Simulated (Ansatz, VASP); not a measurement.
# Pd: VASP beside Ansatz

The input INCAR:

```
PREC = Accurate
ENCUT = 520
EDIFF = 1E-7
ISMEAR = -1
SIGMA = 0.05
LREAL = False
LASPH = True
NELM = 60
ALGO = Normal
ISIF = 2
LWAVE = False
LCHARG = False
NBANDS = 11
```

File KPOINTS:

```
regular mesh
0
Gamma
  18 18 18
```

File POSCAR:

```
Pd
1.0
    0.0000000000      2.0032470000      1.9449000000
    2.0032470000      0.0000000000      1.9449000000
    2.0032470000      2.0032470000      0.0000000000
Pd
1
Direct
    0.0000000000      0.0000000000      0.0000000000
```

Input for Ansatz:

```yaml
crystal:
  lattice:
    - [0.0, 2.003247, 1.9449]
    - [2.003247, 0.0, 1.9449]
    - [2.003247, 2.003247, 0.0]
  atoms:
    - { symbol: Pd, position: [0.0, 0.0, 0.0] }
kpoints:
  mp_grid: { grid: [18, 18, 18] }
  band_path:
    path:
      - [0.0, 0.0, 0.0]
      - [0.0, 0.5, 0.5]
      - [0.25, 0.75, 0.5]
      - [0.0, 0.5, 0.0]
      - [0.0, 0.0, 0.0]
      - [0.5, 0.5, 0.0]
      - [0.3826125, 0.6173875, 0.0]
      - [-0.3826125, 0.3826125, 0.0]
      - [0.0, 0.0, 0.0]
    npoints: 5
scf:
  occupations: { method: fermi_dirac, width: 0.05 }
hamiltonian:
  xc: lda
  pseudopotentials: { kind: all_electron, lapw: { basis_error: 0.00025 } }
output:
  forces: true
  stress: true
  eigenvalues: true
```

Change from the starting cell: equal xx and yy strain of +3 %.

Alike in both runs: task single point; functional LDA; k mesh 18 × 18 × 18; occupations fermi-dirac, width 0.05 eV; no spin polarisation.

|  | VASP | Ansatz |
| --- | --- | --- |
| version | VASP 6.6.1 | Ansatz 0.2.0 |
| potentials or method | VASP PAW LDA potentials, release 64 (Pd), cutoff 520 eV | all-electron LAPW, scalar-relativistic |

```tsv
	VASP	Ansatz	Ansatz less VASP
pressure (GPa)	-16.9	-17.1	-0.26
traceless stress, the component that is largest in VASP (GPa)	0.81	0.81	+0.001
```

LDA's correlation is that of Perdew and Zunger in VASP and of Perdew and Wang (1992) in Ansatz. Ansatz ran all-electron here, and VASP with PAW potentials.
